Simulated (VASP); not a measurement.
# La2O3 (P321) in VASP: a series of runs

Aim: see how the results for La2O3 move with the level of theory and the settings. Levels: LDA, PBEsol. Tasks: single point.

Program: VASP 6.6.1. These are calculated values, not measurements. Logs are shortened: lines on timing, memory, paths and dates and some standing lists are left out, and cuts for length are marked.

## Step 1: The cell of the first run

The structure is trigonal, space group P321 (No. 150). The conventional cell has a = 6.454 Å, b = 6.454 Å, c = 3.333 Å, α = 90.00°, β = 90.00°, γ = 120.00°. Within 3.4 Å of La (site symmetry 3) lie 6 O at 2.50 Å and 2 La at 3.33 Å. O (site symmetry 2) has 4 La at 2.50 Å and 6 O at 3.23 to 3.33 Å within 3.4 Å.

## Step 2: Single point, LDA (24.05 Å³/atom)

The input, INCAR:

```
ALGO = Normal
EDIFF = 1E-6
ENCUT = 520
GGA = CA
ISIF = 2
ISMEAR = -1
LASPH = T
LCHARG = T
LELF = T
LREAL = F
LVHAR = T
LWAVE = F
NBANDS = 28
NELM = 60
PREC = Accurate
SIGMA = 0.05
```

The input, KPOINTS:

```
k-points
0
Gamma
  5 5 8
```

The input, POSCAR:

```
La2O3
1.0
    6.4541017056      0.0000000000      0.0000000000
   -3.2270508527      5.5894160357      0.0000000000
    0.0000000000      0.0000000000      3.3331872572
La O
2 3
Direct
    0.6666666667      0.3333333333      0.4981030000
    0.3333333333      0.6666666667      0.5018970000
    0.5046070000      0.0000000000      0.0000000000
    0.0000000000      0.5046070000      0.0000000000
    0.4953930000      0.4953930000      0.0000000000
```

Potentials or basis: VASP PAW LDA potentials, release 64 (La, O).

The run is started by

```
> cat potpaw_LDA.64/La/POTCAR potpaw_LDA.64/O/POTCAR > POTCAR
> mpirun -np 1 vasp_std > vasp.out
```

OUTCAR:

```text
EDIFF = 1E-6
   ENCUT = 520
   GGA = CA
   ISIF = 2
   ISMEAR = -1
   LASPH = T
   LREAL = F
   NELM = 60
   PREC = Accurate

 ion  position               nearest neighbor table
   1  0.667  0.333  0.498-   3 2.50   4 2.50   5 2.50   3 2.50   4 2.50   5 2.50
   2  0.333  0.667  0.502-   4 2.50   3 2.50   5 2.50   4 2.50   3 2.50   5 2.50
   3  0.505  0.000  0.000-   1 2.50   2 2.50   1 2.50   2 2.50
   4  0.000  0.505  0.000-   2 2.50   1 2.50   2 2.50   1 2.50
   5  0.495  0.495  0.000-   2 2.50   1 2.50   2 2.50   1 2.50

  LATTYP: Found a hexagonal cell.
 ALAT       =     6.4541017056
 C/A-ratio  =     0.5164447989

  Lattice vectors:

 A1 = (   6.4541017056,   0.0000000000,   0.0000000000)
 A2 = (  -3.2270508527,   5.5894160357,   0.0000000000)
 A3 = (   0.0000000000,   0.0000000000,   3.3331872572)

Analysis of symmetry for initial positions (statically):
=====================================================================
 Subroutine PRICEL returns:
 Original cell was already a primitive cell.

 Routine SETGRP: Setting up the symmetry group for a
 hexagonal supercell.

 Subroutine GETGRP returns: Found  6 space group operations
 (whereof  6 operations were pure point group operations)
 out of a pool of 24 trial point group operations.

The static configuration has the point symmetry D_3 .

Analysis of symmetry for dynamics (positions and initial velocities):
=====================================================================
 Subroutine PRICEL returns:
 Original cell was already a primitive cell.

 Routine SETGRP: Setting up the symmetry group for a
 hexagonal supercell.

 Subroutine GETGRP returns: Found  6 space group operations
 (whereof  6 operations were pure point group operations)
 out of a pool of 24 trial point group operations.

The dynamic configuration has the point symmetry D_3 .

 Subroutine INISYM returns: Found  6 space group operations
 (whereof  6 operations are pure point group operations),
 and found     1 'primitive' translations

----------------------------------------------------------------------------------------

                                     Primitive cell

  volume of cell :     120.2436

  direct lattice vectors                    reciprocal lattice vectors
     6.454101706  0.000000000  0.000000000     0.154940230  0.089454783  0.000000000
    -3.227050853  5.589416036  0.000000000     0.000000000  0.178909567  0.000000000
     0.000000000  0.000000000  3.333187257     0.000000000  0.000000000  0.300013147

  length of vectors
     6.454101706  6.454101706  3.333187257     0.178909567  0.178909567  0.300013147

  position of ions in fractional coordinates (direct lattice)
     0.666666667  0.333333333  0.498103000
     0.333333333  0.666666667  0.501897000
     0.504607000  0.000000000  0.000000000
     0.000000000  0.504607000  0.000000000
     0.495393000  0.495393000  0.000000000

  ion indices of the primitive-cell ions
   primitive index   ion index
                 1           1
                 2           2
                 3           3
                 4           4
                 5           5

----------------------------------------------------------------------------------------

 KPOINTS: k-points

Automatic generation of k-mesh.
 Grid dimensions read from file:
 generate k-points for:    5    5    8

 Generating k-lattice:

  Cartesian coordinates                     Fractional coordinates (reciprocal lattice)
     0.030988046  0.017890957  0.000000000     0.200000000  0.000000000  0.000000000
     0.000000000  0.035781913  0.000000000     0.000000000  0.200000000  0.000000000
     0.000000000  0.000000000  0.037501643     0.000000000  0.000000000  0.125000000

  Length of vectors
     0.035781913  0.035781913  0.037501643

  Shift w.r.t. Gamma in fractional coordinates (k-lattice)
     0.000000000  0.000000000  0.000000000

 Subroutine IBZKPT returns following result:
 ===========================================

 Found     31 irreducible k-points:

 Following reciprocal coordinates:
            Coordinates               Weight
  0.000000  0.000000  0.000000      1.000000
  0.200000 -0.000000  0.000000      6.000000
  0.400000 -0.000000  0.000000      6.000000
  0.200000  0.200000  0.000000      6.000000
  0.400000  0.200000  0.000000      6.000000
  0.000000  0.000000  0.125000      2.000000
[... 16 lines left out ...]
  0.400000 -0.000000  0.375000      6.000000
  0.000000  0.400000  0.375000      6.000000
 [... further k-points ...]
   k-points           NKPTS =     31   k-points in BZ     NKDIM =     31   number of bands    NBANDS=     28
   number of dos      NEDOS =    301   number of ions     NIONS =      5
   total plane-waves  NPLWV =  64512
   dimension x,y,z NGX =    48 NGY =   48 NGZ =   28
   dimension x,y,z NGXF=    96 NGYF=   96 NGZF=   56
   ions per type =               2   3
   NGX,Y,Z   is equivalent  to a cutoff of  12.36, 12.36, 13.97 a.u.
   NGXF,Y,Z  is equivalent  to a cutoff of  24.73, 24.73, 27.93 a.u.
 SYSTEM =  unknown system
   PREC   = accura    normal or accurate (medium, high low for compatibility)
   ISTART =      0    job   : 0-new  1-cont  2-samecut
   ICHARG =      2    charge: 1-file 2-atom 10-const
   ISPIN  =      1    spin polarized calculation?
   LNONCOLLINEAR =      F non collinear calculations
   LSORBIT =      F    spin-orbit coupling
   LASPH  =      T    aspherical Exc in radial PAW
   ENCUT  =  520.0 eV  38.22 Ry    6.18 a.u.  12.00 12.00  6.20*2*pi/ulx,y,z
   NELM   =     60;   NELMIN=  2; NELMDL= -5     # of ELM steps
   EDIFF  = 0.1E-05   stopping-criterion for ELM
   LREAL  =      F    real-space projection
   EDIFFG = 0.1E-04   stopping-criterion for IOM
   NSW    =      0    number of steps for IOM
   IBRION =     -1    ionic relax: 0-MD 1-quasi-New 2-CG
   NFREE  =      0    steps in history (QN), initial steepest desc. (CG)
   ISIF   =      2    stress and relaxation
   ISYM   =      2    0-nonsym 1-usesym 2-fastsym
   POTIM  = 0.5000    time-step for ionic-motion
   TEBEG  =    0.0;   TEEND  =   0.0 temperature during run
   PSTRESS=    0.0 pullay stress
   NELECT =      40.0000    total number of electrons
   NUPDOWN=      -1.0000    fix difference up-down
   EMIN   =  10.00;   EMAX   =-10.00  energy-range for DOS
   EFERMI =   0.00;   METHOD = LEGACY
   ISMEAR =    -1;   SIGMA  =   0.05  broadening in eV -4-tet -1-fermi 0-gaus
   EFERMI_NEDOS =   21; number of points for ismear=-14 and -15
   IALGO  =     38    algorithm
   IMIX   =      4    mixing-type and parameters
     AMIX     =   0.40;   BMIX     =  1.00
     AMIX_MAG =   1.60;   BMIX_MAG =  1.00
  volume/ion in A,a.u.               =      24.05       162.29
  Fermi-wavevector in a.u.,A,eV,Ry     =   1.134334  2.143580 17.506793  1.286713
  Thomas-Fermi vector in A             =   2.271038
   LORBIT       =      0    0 simple, 1 ext, 2 COOP (PROOUT), +10 PAW based schemes
   GGA     = CA    functional components
   LHFCALC =     F    Hartree Fock is set to
   AEXX    =    0.0000 exact exchange contribution
   IVDW    =     0    specifies the selected vdW correction
   LEPSILON=     F    determine dielectric tensor
   LRPA    =     F    only Hartree local field effects (RPA)
 non-spin polarized calculation
  energy-cutoff  :      520.00
  volume of cell :      120.24
 maximum number of plane-waves:      3258
   NGX = 25   NGY = 25   NGZ = 13

 number of electron      40.0000001 magnetization

 Free energy of the ion-electron system (eV)
  ---------------------------------------------------
  ext. energy  EPLUGINS =         0.00000000
  ---------------------------------------------------
  free energy    TOTEN  =       -44.14827289 eV

  energy without entropy =      -44.14827289  energy(sigma->0) =      -44.14827289

 E-fermi :   3.1897     XC(G=0):  -8.5311

 val. band max:        2.3439754608   @ k =   0.0000   0.0000   0.5000
 cond. band min:       4.0138260440   @ k =   0.0000   0.0000   0.0000
 fundamental gap:      1.6698505833
 Fermi energy:         3.1897461526

 k-point     1 :       0.0000    0.0000    0.0000
  band No.  band energies     occupation
      1     -28.0179      2.00000
      2     -27.8563      2.00000
      3     -14.4760      2.00000
      4     -14.4760      2.00000
      5     -12.8890      2.00000
      6     -11.6009      2.00000
[... 20 lines left out ...]
     27       6.8789      0.00000
     28       6.8865      0.00000

 k-point     2 :       0.2000   -0.0000    0.0000
  band No.  band energies     occupation
      1     -28.0047      2.00000
      2     -27.8702      2.00000
      3     -14.4811      2.00000
      4     -14.3880      2.00000
      5     -13.1319      2.00000
      6     -11.5795      2.00000
[... 20 lines left out ...]
     27       6.8918      0.00000
     28       6.9037      0.00000

 k-point     3 :       0.4000   -0.0000    0.0000
  band No.  band energies     occupation
      1     -27.9737      2.00000
      2     -27.9022      2.00000
      3     -14.4893      2.00000
      4     -14.1727      2.00000
      5     -13.5252      2.00000
      6     -11.5442      2.00000
[... 20 lines left out ...]
     27       6.9167      0.00000
     28       6.9251      0.00000

 k-point     4 :       0.2000    0.2000    0.0000
  band No.  band energies     occupation
      1     -27.9814      2.00000
      2     -27.8943      2.00000
      3     -14.4899      2.00000
      4     -14.2235      2.00000
      5     -13.4435      2.00000
      6     -11.5432      2.00000
[... 578 lines left out ...]
     27       6.7007      0.00000
     28       6.7391      0.00000

 k-point    23 :       0.4000   -0.0000    0.3750
  band No.  band energies     occupation
      1     -27.7361      2.00000
      2     -27.6796      2.00000
      3     -14.6181      2.00000
      4     -14.0620      2.00000
      5     -13.4284      2.00000
      6     -12.0359      2.00000
[... 20 lines left out ...]
     27       6.7408      0.00000
     28       6.8546      0.00000

 k-point    24 :       0.0000    0.4000    0.3750
  band No.  band energies     occupation
      1     -27.7361      2.00000
      2     -27.6796      2.00000
      3     -14.6180      2.00000
      4     -14.0620      2.00000
      5     -13.4283      2.00000
      6     -12.0362      2.00000
[... 20 lines left out ...]
     27       6.7402      0.00000
     28       6.8157      0.00000

 [... further k-points ...]

------------------------ aborting loop because EDIFF is reached ----------------------------------------

  FORCE on cell =-STRESS in cart. coord.  units (eV):
  Direction    XX          YY          ZZ          XY          YZ          ZX
  --------------------------------------------------------------------------------------
  -------------------------------------------------------------------------------------
  Total       -5.1619909     -5.1619909     -8.2019469     -0.0000000      0.0000000     -0.0000000
  in kB      -68.7805849    -68.7805849   -109.2862638     -0.0000000      0.0000000     -0.0000000
  external PRESSURE =     -82.2824779 kB  Pullay stress =       0.0000000 kB

 VOLUME and BASIS-vectors are now :
 -----------------------------------------------------------------------------
  energy-cutoff  :      520.00
  volume of cell :      120.24
      direct lattice vectors                 reciprocal lattice vectors
     6.454101706  0.000000000  0.000000000     0.154940230  0.089454783  0.000000000
    -3.227050853  5.589416036  0.000000000     0.000000000  0.178909567  0.000000000
     0.000000000  0.000000000  3.333187257     0.000000000  0.000000000  0.300013147

 POSITION                                       TOTAL-FORCE (eV/Angst)
 -----------------------------------------------------------------------------------
      3.22705      1.86314      1.66027         0.000000     -0.000000      0.001375
     -0.00000      3.72628      1.67292         0.000000     -0.000000     -0.001375
      3.25678      0.00000      0.00000        -0.060445     -0.000000      0.000000
     -1.62839      2.82046      0.00000         0.030222     -0.052347      0.000000
      1.59866      2.76896      0.00000         0.030222      0.052347      0.000000
 -----------------------------------------------------------------------------------
    total drift:                               -0.000000     -0.000001      0.000000

  FREE ENERGIE OF THE ION-ELECTRON SYSTEM (eV)
  ---------------------------------------------------
  free  energy   TOTEN  =       -44.1482728877 eV

  energy  without entropy=      -44.1482728863  energy(sigma->0) =      -44.14827289
```

Run time: 3 min. Hardware: 1 thread of Intel Xeon 8259CL, shared host; peak memory 0.26 GiB.

Results:

* Free energy: -44.1483 eV
* Pressure: -8.2 GPa
* Largest force: 0.060 eV/Å
* Band gap on the k mesh: 1.67 eV (least direct gap 2.01 eV)

Forces in eV/Å, atoms in the order of the input:
```
La   0.000  0.000  0.001
La   0.000  0.000 -0.001
O   -0.060  0.000  0.000
O    0.030 -0.052  0.000
O    0.030  0.052  0.000
```

Levels at points of the mesh, in eV from the valence-band top:
```tsv
k point	band 16	band 17	band 18	band 19	band 20	band 21	band 22	band 23	band 24	band 25
(0.00, 0.00, 0.00)	-1.60	-0.82	-0.82	-0.45	-0.34	1.67	3.42	3.86	3.86	4.53
(0.00, 0.00, 0.50)	-1.34	-0.89	-0.89	-0.07	0.00	4.08	4.15	4.17	4.22	4.26
```

Caveat: the cell stands under tension; spin-orbit coupling is left out, which moves the levels of the heavy elements.

## Step 3: Single point, PBEsol (24.05 Å³/atom)

The input, INCAR:

```
PREC     = Accurate       # precision mode
ENCUT    = 520            # plane-wave cutoff, eV
EDIFF    = 1E-6           # SCF threshold, eV
ISMEAR   = -1             # smearing method
SIGMA    = 0.05           # smearing width, eV
LREAL    = F              # projectors in reciprocal space
LASPH    = T              # aspherical terms in the spheres
NELM     = 60             # most SCF steps
ALGO     = Normal         # electronic algorithm
ISIF     = 2              # what is computed and relaxed
LWAVE    = F              # write WAVECAR
LCHARG   = F              # write CHGCAR
GGA      = PS             # functional
NBANDS   = 28             # bands
```

The input, KPOINTS:

```
regular mesh
0
Gamma
  5 5 8
```

POSCAR is that of step 2.

Potentials or basis: VASP PAW PBE potentials, release 64 (La, O).

The run is started by

```
> cat potpaw_PBE.64/La/POTCAR potpaw_PBE.64/O/POTCAR > POTCAR
> mpirun -np 1 vasp_std > vasp.out
```

Wall time 3.8 min (1 thread of Intel Xeon 8259CL, shared host); peak memory 0.31 GiB.

It converged, with:

```
Free energy            : -42.2879 eV
Pressure               : -6.3 GPa
Largest force          : 0.054 eV/Å
Band gap on the k mesh : 1.74 eV (least direct gap 2.07 eV)
```

Forces on the atoms (eV/Å):
```
La   0.000  0.000  0.003
La   0.000  0.000 -0.003
O   -0.054  0.000  0.000
O    0.027 -0.047  0.000
O    0.027  0.047  0.000
```

Stress tensor (GPa, compression positive):
```
-5.24  0.00  0.00
 0.00 -5.24  0.00
 0.00  0.00 -8.55
```

Levels at points of the mesh, in eV from the valence-band top:
```
           k point  band 17  band 18  band 19  band 20  band 21  band 22  band 23  band 24
(0.00, 0.00, 0.00)    -0.81    -0.81    -0.43    -0.33     1.74     3.60     4.02     4.02
(0.00, 0.00, 0.50)    -0.87    -0.87    -0.07     0.00     4.29     4.38     4.39     4.43
```

Caveat: the cell stands under tension; the PAW data sets were made with another functional, which shifts forces and pressure a little; spin-orbit coupling is left out, which moves the levels of the heavy elements. A k mesh can miss the band edges.
